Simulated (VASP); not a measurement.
Here is a VASP 6.6.1 calculation.

File INCAR:

```
ALGO = Normal
EDIFF = 1E-6
ENCUT = 520
GGA = PE
ISIF = 2
ISMEAR = 0
ISPIN = 2
LASPH = True
LCHARG = True
LELF = True
LMAXMIX = 4
LORBIT = 11
LREAL = False
LVHAR = True
LWAVE = False
MAGMOM = 0 1.07
NBANDS = 22
NELM = 150
PREC = Accurate
SIGMA = 0.1
```

KPOINTS

```
k-points
0
Gamma
  18 18 18
```

The input POSCAR:

```
TiCo
1.0
    2.9550445493      0.0000000000      0.0000000000
    0.0000000000      2.9550445493      0.0000000000
    0.0000000000      0.0000000000      2.9550445493
Ti Co
1 1
Direct
    0.0000000000      0.0000000000      0.0000000000
    0.5000000000      0.5000000000      0.5000000000
```

Potentials or basis: VASP PAW PBE potentials, release 64 (Ti_sv, Co).

Command:

```console
$ cat potpaw_PBE.64/Ti_sv/POTCAR potpaw_PBE.64/Co/POTCAR > POTCAR
$ mpirun -np 1 vasp_std > vasp.out
```

Problem. What does it give for the site moments?

Solution. Ti -0.01; Co +0.88 μB.

Problem. What does it give for the pressure?

Solution. 4.7 GPa.

Problem. Predict the net moment.

Solution. 0.82 μB per cell.
